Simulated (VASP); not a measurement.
# TaSi3: single point with PBE

Crystal: TaSi3.

```
Ta Si
1.0
     3.89152    0.00000    0.00000
     0.00000    3.89152    0.00000
     0.00000    0.00000    3.89152
Ta Si
1 3
Direct
  0.50000 0.50000 0.50000
  0.50000 0.00000 0.00000
  0.00000 0.50000 0.00000
  0.00000 0.00000 0.50000
```

* Program: VASP 6.6.1
* Task: single point
* Functional: PBE
* Potentials or basis: VASP PAW PBE potentials, release 64 (Ta_pv, Si)
* Cutoff: 520 eV
* k mesh: 12 × 12 × 12
* Occupations: gaussian, width 0.1 eV
* Spin: no spin polarisation

```json
{"Pressure": "0.0 GPa"}
```

Levels at points of the mesh, in eV from the Fermi level:
```csv
k point,band 7,band 8,band 9,band 10,band 11,band 12,band 13,band 14,band 15,band 16
"(0.00, 0.00, 0.00)",-4.46,-4.46,-4.46,-0.88,-0.88,-0.88,-0.56,2.35,2.35,2.35
"(0.50, 0.00, 0.00)",-4.79,-4.46,-3.36,-1.26,-1.26,-0.42,-0.41,-0.15,2.50,2.50
"(0.50, 0.50, 0.00)",-7.56,-3.55,-3.55,-1.23,-1.16,0.09,0.76,0.82,0.82,3.62
"(0.50, 0.50, 0.50)",-7.24,-5.38,-5.38,-5.38,-1.53,1.10,1.10,3.14,3.14,3.14
```

It took 100 s on 1 thread of Intel(R) Xeon(R) Platinum 8259CL CPU @ 2.50GHz (Skylake/Cascade Lake) (shared host), peak memory 0.23 GiB.

Caveat: spin-orbit coupling is left out, which moves the levels of the heavy elements.
